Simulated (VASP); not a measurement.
Here is a VASP 6.6.1 calculation.

Contents of INCAR:

```
  AGGAC = 1.0
  AGGAX = 1.0
  ALDAC = 0.0
  ALDAX = 1.0
  ALGO = Normal
  EDIFF = 1E-7
  ENCUT = 520
  GGA = B5
  ISIF = 2
  ISMEAR = -1
  ISPIN = 2
  LASPH = True
  LCHARG = False
  LMAXMIX = 6
  LORBIT = 11
  LREAL = False
  LWAVE = False
  MAGMOM = 4.9 0 0
  NBANDS = 28
  NELM = 150
  PREC = Accurate
  SIGMA = 0.1
```

The input KPOINTS:

```
k-points
0
Gamma
  7 7 7
```

File POSCAR:

```
GdAlGa
1.0
    4.4499260300      0.0000000000      0.0000000000
   -2.2249630200      3.8537489900      0.0000000000
    0.0000000000      0.0000000000      3.7144840000
Gd Al Ga
1 1 1
Direct
    0.6666666667      0.3333333333      0.0000000000
    0.0000000000      0.0000000000      0.5000000000
    0.3333333333      0.6666666667      0.5000000000
```

Potentials or basis: VASP PAW PBE potentials, release 64 (Gd, Al, Ga_d).

Launch:

```sh
$ cat potpaw_PBE.64/Gd/POTCAR potpaw_PBE.64/Al/POTCAR potpaw_PBE.64/Ga_d/POTCAR > POTCAR
$ mpirun -np 1 vasp_std > vasp.out
```

Task: Estimate the site moments.

Result: Gd +6.79; Al -0.01; Ga -0.02 μB.

Task: What does it give for the net moment?

Result: 7.07 μB per cell.

Stress tensor (GPa, compression positive):
```
2.86 0.00 0.00
0.00 2.86 0.00
0.00 0.00 4.63
```

Caveat: the cell stands under pressure; the PAW data sets were made with another functional, which shifts forces and pressure a little. The state reached can hang on the start; a lower one may exist.
